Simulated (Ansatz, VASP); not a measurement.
## MgB2: VASP beside Ansatz

INCAR

```
PREC = Accurate ; ENCUT = 520
EDIFF = 1E-6 ; ISMEAR = -1
SIGMA = 0.05 ; LREAL = F
LASPH = T ; NELM = 60
ALGO = Normal ; ISIF = 2
LWAVE = F ; LCHARG = F
NBANDS = 11
```

The input KPOINTS:

```
regular mesh
0
Gamma
  15 15 12
```

The input POSCAR:

```
MgB2
1.0
    3.0746829003      0.0000000000      0.0000000000
   -1.5373414502      2.6627535003      0.0000000000
    0.0000000000      0.0000000000      3.5112173033
Mg B
1 2
Direct
    0.0000000000      0.0000000000      0.0000000000
    0.3333333333      0.6666666667      0.5000000000
    0.6666666667      0.3333333333      0.5000000000
```

Input for Ansatz:

```yaml
crystal:
  lattice:
    - [3.0746829003, 0.0, 0.0]
    - [-1.5373414502, 2.6627535003, 0.0]
    - [0.0, 0.0, 3.5112173033]
  atoms:
    - { symbol: Mg, position: [0.0, 0.0, 0.0] }
    - { symbol: B, position: [0.3333333333, 0.6666666667, 0.5] }
    - { symbol: B, position: [0.6666666667, 0.3333333333, 0.5] }
kpoints:
  mp_grid: { grid: [15, 15, 12] }
  band_path:
    path:
      - [0.0, 0.0, 0.0]
      - [0.5, 0.0, 0.0]
      - [0.3333333333, 0.3333333333, 0.0]
      - [0.0, 0.0, 0.0]
      - [0.0, 0.0, 0.5]
      - [0.5, 0.0, 0.5]
      - [0.3333333333, 0.3333333333, 0.5]
      - [0.0, 0.0, 0.5]
      - [0.5, 0.0, 0.5]
    npoints: 5
scf:
  occupations: { method: fermi_dirac, width: 0.05 }
hamiltonian:
  xc: lda
  pseudopotentials: { kind: all_electron, lapw: { basis_error: 0.0005 } }
output:
  forces: true
  stress: true
  eigenvalues: true
```

Change from the starting cell: volume scaled by 0.99.

Alike in both runs: task single point; functional LDA; k mesh 15 × 15 × 12; occupations fermi-dirac, width 0.05 eV; no spin polarisation.

|  | VASP | Ansatz |
| --- | --- | --- |
| version | VASP 6.6.1 | Ansatz 0.2.0 |
| potentials or method | VASP PAW LDA potentials, release 64 (Mg, B), cutoff 520 eV | all-electron LAPW, scalar-relativistic |

```tsv
	VASP	Ansatz	Ansatz less VASP
pressure (GPa)	-6.8	-6.2	+0.59
traceless stress, the component that is largest in VASP (GPa)	1.23	1.35	+0.123
```

LDA's correlation is that of Perdew and Zunger in VASP and of Perdew and Wang (1992) in Ansatz. Ansatz ran all-electron here, and VASP with PAW potentials.
